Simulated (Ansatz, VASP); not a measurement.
Pd in VASP and in Ansatz

```
CELL_PARAMETERS angstrom
0.00000 1.94650 1.94650
1.94650 0.00000 1.94650
1.94650 1.94650 0.00000
ATOMIC_POSITIONS crystal
Pd 0.00000 0.00000 0.00000
```

Alike in both runs: task relaxation of cell and atoms; functional r2SCAN; k mesh 24 × 24 × 24; occupations fermi-dirac, width 0.08 eV; no spin polarisation.

```csv
,VASP,Ansatz
version,VASP 6.6.1,Ansatz 0.2.0
potentials or method,"VASP PAW PBE potentials, release 64 (Pd)","PAW with Ansatz's default frozen-core files, scalar-relativistic"
plane-wave cutoff (eV),600,500
valence electrons in the cell,10,18
```

```csv
,VASP,Ansatz,Ansatz less VASP
relaxed volume (Å³/atom),14.99,14.94,-0.050
relaxed length of the cell vector where the two differ most in proportion (Å),2.768,2.765,-0.0031
```

VASP's potentials were made for PBE, not for r2SCAN. VASP's potentials hold 10 valence electrons a cell and Ansatz's 18, so a difference there can come from the potentials and not from the codes.
